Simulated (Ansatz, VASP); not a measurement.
**Two plane-wave programs on GaN**

The input POSCAR:

```
GaN
1.0
    0.0000000000      2.1085153689      2.1085153689
    2.1085153689      0.0000000000      2.1085153689
    2.1085153689      2.1085153689      0.0000000000
Ga N
1 1
Direct
    0.5000000000      0.5000000000      0.5000000000
    0.0000000000      0.0000000000      0.0000000000
```

File INCAR.step1:

```
PREC = Accurate ; ENCUT = 520
EDIFF = 1E-5 ; ISMEAR = 0
SIGMA = 0.01 ; LREAL = F
LASPH = T ; NELM = 100
ALGO = Normal ; ISIF = 2
LWAVE = T ; LCHARG = F
NBANDS = 16 ; GGA = PE
```

Contents of INCAR.step2:

```
PREC = Accurate ; ENCUT = 520
EDIFF = 1E-7 ; ISMEAR = 0
SIGMA = 0.01 ; LREAL = F
LASPH = T ; NELM = 100
ALGO = Normal ; ISIF = 2
LWAVE = F ; LCHARG = F
GGA = PE ; LHFCALC = T
AEXX = 0.4 ; HFSCREEN = 0.3
PRECFOCK = Normal ; NBANDS = 16
ISTART = 1
```

Contents of KPOINTS:

```
regular mesh
0
Gamma
  6 6 6
```

Input for Ansatz:

```yaml
crystal:
  lattice:
    - [0.0, 2.1085153689, 2.1085153689]
    - [2.1085153689, 0.0, 2.1085153689]
    - [2.1085153689, 2.1085153689, 0.0]
  atoms:
    - { symbol: Ga, position: [0.5, 0.5, 0.5] }
    - { symbol: "N", position: [0.0, 0.0, 0.0] }
kpoints:
  mp_grid: { grid: [6, 6, 6] }
hamiltonian:
  xc: { exchange: pbe, correlation: pbe, exx: { coeff: 0.4, omega: 0.3 } }
scf:
  occupations: { method: fixed }
  n_extra_bands: 4
output:
  forces: true
  stress: true
  eigenvalues: true
```

Alike in both runs: task single point; functional PBE-based screened hybrid with a share of 0.4 of exact exchange and HFSCREEN = 0.3; k mesh 6 × 6 × 6; no spin polarisation.

```csv
,VASP,Ansatz
version,VASP 6.6.1,Ansatz 0.2.0
potentials or method,"VASP PAW PBE potentials, release 64 (Ga_d, N)",plane waves
plane-wave cutoff (eV),520,420
occupations,"gaussian, width 0.01 eV",fixed
valence electrons in the cell,18,18
```

VASP gave:

| Property | Result |
| --- | --- |
| gap on the k mesh at the Fermi level (eV) | 2.37 |
| pressure (GPa) | -4.8 |

Q: What did Ansatz give for the same quantities?

A: gap on the k mesh at the Fermi level (eV): 2.37; pressure (GPa): -5.9.

VASP's potentials were made for PBE, not for PBE-based screened hybrid. Ansatz's warnings: stress exchange threshold loose, stress scf threshold loose.

The k mesh is coarse, so the values compare programs but aren't converged.
